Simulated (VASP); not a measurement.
# RbTi (CsCl type) (Pm-3m) in VASP: further runs

RbTi (CsCl type) is run at these levels: PBEsol; tasks: electric field gradients, density of states.

Program: VASP 6.6.1. These are calculated values, not measurements. Logs are shortened: lines on timing, memory, paths and dates and some standing lists are left out, and cuts for length are marked.

**1. The cell of the first run**

It takes space group Pm-3m (No. 221, cubic). Conventional cell: a = 4.059 Å, b = 4.059 Å, c = 4.059 Å, α = 90.00°, β = 90.00°, γ = 90.00°. Within 4.6 Å of Rb (site symmetry m-3m) lie 8 Ti at 3.52 Å and 6 Rb at 4.06 Å. Within 4.6 Å of Ti (site symmetry m-3m) lie 8 Rb at 3.52 Å and 6 Ti at 4.06 Å.

**2. Electric field gradients, PBEsol (volume scaled by 1.04)**

INCAR reads:

```
PREC     = Accurate       # precision mode
ENCUT    = 520            # plane-wave cutoff, eV
EDIFF    = 1E-8           # SCF threshold, eV
ISMEAR   = -1             # smearing method
SIGMA    = 0.03           # smearing width, eV
LREAL    = F              # projectors in reciprocal space
LASPH    = T              # aspherical terms in the spheres
NELM     = 100            # most SCF steps
ALGO     = Normal         # electronic algorithm
ISIF     = 2              # what is computed and relaxed
LWAVE    = F              # write WAVECAR
LCHARG   = F              # write CHGCAR
GGA      = PS             # functional
LEFG     = T            
NBANDS   = 18             # bands
```

KPOINTS reads:

```
regular mesh
0
Gamma
  10 10 10
```

POSCAR reads:

```
RbTi
1.0
    4.0591001343      0.0000000000      0.0000000000
    0.0000000000      4.0591001343      0.0000000000
    0.0000000000      0.0000000000      4.0591001343
Rb Ti
1 1
Direct
    0.0000000000      0.0000000000      0.0000000000
    0.5000000000      0.5000000000      0.5000000000
```

Potentials or basis: VASP PAW PBE potentials, release 64 (Rb_sv, Ti_sv).

Command:

```console
$ cat potpaw_PBE.64/Rb_sv/POTCAR potpaw_PBE.64/Ti_sv/POTCAR > POTCAR
$ mpirun -np 1 vasp_std > vasp.out
```

OUTCAR:

```text
PREC = Accurate
   ENCUT = 520
   EDIFF = 1E-8
   ISMEAR = -1
   LREAL = F
   LASPH = T
   NELM = 100
   ISIF = 2
   GGA = PS

 ion  position               nearest neighbor table
   1  0.000  0.000  0.000-   2 3.52   2 3.52   2 3.52   2 3.52   2 3.52   2 3.52   2 3.52   2 3.52

   2  0.500  0.500  0.500-   1 3.52   1 3.52   1 3.52   1 3.52   1 3.52   1 3.52   1 3.52   1 3.52

  LATTYP: Found a simple cubic cell.
 ALAT       =     4.0591001343

  Lattice vectors:

 A1 = (   4.0591001343,   0.0000000000,   0.0000000000)
 A2 = (   0.0000000000,   4.0591001343,   0.0000000000)
 A3 = (   0.0000000000,   0.0000000000,   4.0591001343)

Analysis of symmetry for initial positions (statically):
=====================================================================
 Subroutine PRICEL returns:
 Original cell was already a primitive cell.

 Routine SETGRP: Setting up the symmetry group for a
 simple cubic supercell.

 Subroutine GETGRP returns: Found 48 space group operations
 (whereof 48 operations were pure point group operations)
 out of a pool of 48 trial point group operations.

The static configuration has the point symmetry O_h .

Analysis of symmetry for dynamics (positions and initial velocities):
=====================================================================
 Subroutine PRICEL returns:
 Original cell was already a primitive cell.

 Routine SETGRP: Setting up the symmetry group for a
 simple cubic supercell.

 Subroutine GETGRP returns: Found 48 space group operations
 (whereof 48 operations were pure point group operations)
 out of a pool of 48 trial point group operations.

The dynamic configuration has the point symmetry O_h .

 Subroutine INISYM returns: Found 48 space group operations
 (whereof 48 operations are pure point group operations),
 and found     1 'primitive' translations

----------------------------------------------------------------------------------------

                                     Primitive cell

  volume of cell :      66.8789

  direct lattice vectors                    reciprocal lattice vectors
     4.059100134  0.000000000  0.000000000     0.246360022  0.000000000  0.000000000
     0.000000000  4.059100134  0.000000000     0.000000000  0.246360022  0.000000000
     0.000000000  0.000000000  4.059100134     0.000000000  0.000000000  0.246360022

  length of vectors
     4.059100134  4.059100134  4.059100134     0.246360022  0.246360022  0.246360022

  position of ions in fractional coordinates (direct lattice)
     0.000000000  0.000000000  0.000000000
     0.500000000  0.500000000  0.500000000

  ion indices of the primitive-cell ions
   primitive index   ion index
                 1           1
                 2           2

----------------------------------------------------------------------------------------

 KPOINTS: regular mesh

Automatic generation of k-mesh.
 Grid dimensions read from file:
 generate k-points for:   10   10   10

 Generating k-lattice:

  Cartesian coordinates                     Fractional coordinates (reciprocal lattice)
     0.024636002  0.000000000  0.000000000     0.100000000  0.000000000  0.000000000
     0.000000000  0.024636002  0.000000000     0.000000000  0.100000000  0.000000000
     0.000000000  0.000000000  0.024636002     0.000000000  0.000000000  0.100000000

  Length of vectors
     0.024636002  0.024636002  0.024636002

  Shift w.r.t. Gamma in fractional coordinates (k-lattice)
     0.000000000  0.000000000  0.000000000

 Subroutine IBZKPT returns following result:
 ===========================================

 Found     56 irreducible k-points:

 Following reciprocal coordinates:
            Coordinates               Weight
  0.000000  0.000000  0.000000      1.000000
  0.100000  0.000000  0.000000      6.000000
  0.200000  0.000000  0.000000      6.000000
  0.300000  0.000000  0.000000      6.000000
  0.400000  0.000000  0.000000      6.000000
  0.500000  0.000000  0.000000      3.000000
[... 16 lines left out ...]
  0.200000  0.100000  0.100000     24.000000
  0.300000  0.100000  0.100000     24.000000
 [... further k-points ...]
   k-points           NKPTS =     56   k-points in BZ     NKDIM =     56   number of bands    NBANDS=     18
   number of dos      NEDOS =    301   number of ions     NIONS =      2
   total plane-waves  NPLWV =  27000
   dimension x,y,z NGX =    30 NGY =   30 NGZ =   30
   dimension x,y,z NGXF=    60 NGYF=   60 NGZF=   60
   ions per type =               1   1
   NGX,Y,Z   is equivalent  to a cutoff of  12.29, 12.29, 12.29 a.u.
   NGXF,Y,Z  is equivalent  to a cutoff of  24.57, 24.57, 24.57 a.u.
 SYSTEM =  unknown system
   PREC   = accura    normal or accurate (medium, high low for compatibility)
   ISTART =      0    job   : 0-new  1-cont  2-samecut
   ICHARG =      2    charge: 1-file 2-atom 10-const
   ISPIN  =      1    spin polarized calculation?
   LNONCOLLINEAR =      F non collinear calculations
   LSORBIT =      F    spin-orbit coupling
   LASPH  =      T    aspherical Exc in radial PAW
   ENCUT  =  520.0 eV  38.22 Ry    6.18 a.u.   7.55  7.55  7.55*2*pi/ulx,y,z
   NELM   =    100;   NELMIN=  2; NELMDL= -5     # of ELM steps
   EDIFF  = 0.1E-07   stopping-criterion for ELM
   LREAL  =      F    real-space projection
   EDIFFG = 0.1E-06   stopping-criterion for IOM
   NSW    =      0    number of steps for IOM
   IBRION =     -1    ionic relax: 0-MD 1-quasi-New 2-CG
   NFREE  =      0    steps in history (QN), initial steepest desc. (CG)
   ISIF   =      2    stress and relaxation
   ISYM   =      2    0-nonsym 1-usesym 2-fastsym
   POTIM  = 0.5000    time-step for ionic-motion
   TEBEG  =    0.0;   TEEND  =   0.0 temperature during run
   PSTRESS=    0.0 pullay stress
   NELECT =      21.0000    total number of electrons
   NUPDOWN=      -1.0000    fix difference up-down
   EMIN   =  10.00;   EMAX   =-10.00  energy-range for DOS
   EFERMI =   0.00;   METHOD = LEGACY
   ISMEAR =    -1;   SIGMA  =   0.03  broadening in eV -4-tet -1-fermi 0-gaus
   EFERMI_NEDOS =   21; number of points for ismear=-14 and -15
   IALGO  =     38    algorithm
   IMIX   =      4    mixing-type and parameters
     AMIX     =   0.40;   BMIX     =  1.00
     AMIX_MAG =   1.60;   BMIX_MAG =  1.00
  volume/ion in A,a.u.               =      33.44       225.66
  Fermi-wavevector in a.u.,A,eV,Ry     =   1.112717  2.102731 16.845914  1.238140
  Thomas-Fermi vector in A             =   2.249294
   LORBIT       =      0    0 simple, 1 ext, 2 COOP (PROOUT), +10 PAW based schemes
   GGA     = PS    functional components
   LHFCALC =     F    Hartree Fock is set to
   AEXX    =    0.0000 exact exchange contribution
   IVDW    =     0    specifies the selected vdW correction
   LEPSILON=     F    determine dielectric tensor
   LRPA    =     F    only Hartree local field effects (RPA)
 non-spin polarized calculation
  energy-cutoff  :      520.00
  volume of cell :       66.88
 maximum number of plane-waves:      1856
   NGX = 15   NGY = 15   NGZ = 15

 number of electron      21.0000006 magnetization

 Free energy of the ion-electron system (eV)
  ---------------------------------------------------
  ext. energy  EPLUGINS =         0.00000000
  ---------------------------------------------------
  free energy    TOTEN  =        -5.51284923 eV

  energy without entropy =       -5.50416063  energy(sigma->0) =       -5.50850493

 E-fermi :   2.7610     XC(G=0):  -8.7551

 val. band max:        2.7000305676   @ k =   0.3000   0.3000   0.3000
 cond. band min:       2.7666255558   @ k =   0.5000   0.4000   0.4000
 fundamental gap:      0.0665949882
 Fermi energy:         2.7609699859

 k-point     1 :       0.0000    0.0000    0.0000
  band No.  band energies     occupation
      1     -54.7108      2.00000
      2     -31.0515      2.00000
      3     -31.0515      2.00000
      4     -31.0515      2.00000
      5     -24.4699      2.00000
      6      -8.5010      2.00000
[... 10 lines left out ...]
     17       8.7762      0.00000
     18       8.7762      0.00000

 k-point     2 :       0.1000    0.0000    0.0000
  band No.  band energies     occupation
      1     -54.7108      2.00000
      2     -31.0524      2.00000
      3     -31.0514      2.00000
      4     -31.0514      2.00000
      5     -24.4672      2.00000
      6      -8.5553      2.00000
[... 10 lines left out ...]
     17       8.5153      0.00000
     18       8.5153      0.00000
[... 442 lines left out ...]
 k-point    24 :       0.3000    0.1000    0.1000
  band No.  band energies     occupation
      1     -54.7105      2.00000
      2     -31.0577      2.00000
      3     -31.0519      2.00000
      4     -31.0518      2.00000
      5     -24.4461      2.00000
      6      -8.8356      2.00000
[... 10 lines left out ...]
     17       7.3089      0.00000
     18       7.3796      0.00000

 [... further k-points ...]
[... 5 lines left out ...]
  --------------------------------------------------------------------------------------
  -------------------------------------------------------------------------------------
  Total       -0.2126850     -0.2126850     -0.2126850     -0.0000000      0.0000000     -0.0000000
  in kB       -5.0951633     -5.0951633     -5.0951633     -0.0000000      0.0000000     -0.0000000
  external PRESSURE =      -5.0951633 kB  Pullay stress =       0.0000000 kB

 VOLUME and BASIS-vectors are now :
 -----------------------------------------------------------------------------
  energy-cutoff  :      520.00
  volume of cell :       66.88
      direct lattice vectors                 reciprocal lattice vectors
     4.059100134  0.000000000  0.000000000     0.246360022  0.000000000  0.000000000
     0.000000000  4.059100134  0.000000000     0.000000000  0.246360022  0.000000000
     0.000000000  0.000000000  4.059100134     0.000000000  0.000000000  0.246360022

 POSITION                                       TOTAL-FORCE (eV/Angst)
 -----------------------------------------------------------------------------------
      0.00000      0.00000      0.00000         0.000000      0.000000      0.000000
      2.02955      2.02955      2.02955         0.000000      0.000000      0.000000
 -----------------------------------------------------------------------------------
    total drift:                                0.000000      0.000000      0.000000

  FREE ENERGIE OF THE ION-ELECTRON SYSTEM (eV)
  ---------------------------------------------------
  free  energy   TOTEN  =        -5.5128492251 eV

  energy  without entropy=       -5.5041606298  energy(sigma->0) =       -5.50850493

 Electric field gradients (V/A^2)
---------------------------------------------------------------------
 ion       V_xx      V_yy      V_zz      V_xy      V_xz      V_yz
---------------------------------------------------------------------
   1       0.000     0.000     0.000     0.000    -0.000     0.000
   2      -0.000    -0.000     0.000     0.000     0.000     0.000
---------------------------------------------------------------------

 Electric field gradients after diagonalization (V/A^2)
 (convention: |V_zz| > |V_xx| > |V_yy|)
----------------------------------------------------------------------
 ion       V_xx      V_yy      V_zz     asymmetry (V_yy - V_xx)/ V_zz
----------------------------------------------------------------------
   1       0.000     0.000     0.000      -0.027
   2      -0.000     0.000    -0.000      -0.385
----------------------------------------------------------------------

           NMR quadrupolar parameters

 Cq : quadrupolar parameter    Cq=e*Q*V_zz/h
 eta: asymmetry parameters     (V_yy - V_xx)/ V_zz
 Q  : nuclear electric quadrupole moment in mb (millibarn)
----------------------------------------------------------------------
 ion       Cq(MHz)       eta       Q (mb)
----------------------------------------------------------------------
   1       0.000      -0.027       1.000
   2      -0.000      -0.385       1.000
----------------------------------------------------------------------
```

It took 37 s on 1 thread of AMD EPYC 7R13 (Zen 3), shared host; peak memory 0.18 GiB.

Results:

```
Free energy : -5.5128 eV
Pressure    : -0.5 GPa
```

Levels at points of the mesh, in eV from the Fermi level:
| k point | band 8 | band 9 | band 10 | band 11 | band 12 | band 13 |
| --- | --- | --- | --- | --- | --- | --- |
| (0.00, 0.00, 0.00) | -11.26 | -3.61 | -0.73 | -0.73 | 0.59 | 0.59 |
| (0.50, 0.00, 0.00) | -11.22 | -1.17 | -0.78 | -0.29 | 0.45 | 0.45 |
| (0.50, 0.50, 0.00) | -11.17 | -1.44 | -0.66 | 0.15 | 0.15 | 0.97 |
| (0.50, 0.50, 0.50) | -11.61 | 0.13 | 0.13 | 0.13 | 0.74 | 0.74 |

Caveat: without QUAD_EFG the Cq values of the log hold for a quadrupole moment of 1 mb, not for the nuclei; the PAW data sets were made with another functional, which shifts forces and pressure a little.

(Continued in part 2 of 2.)
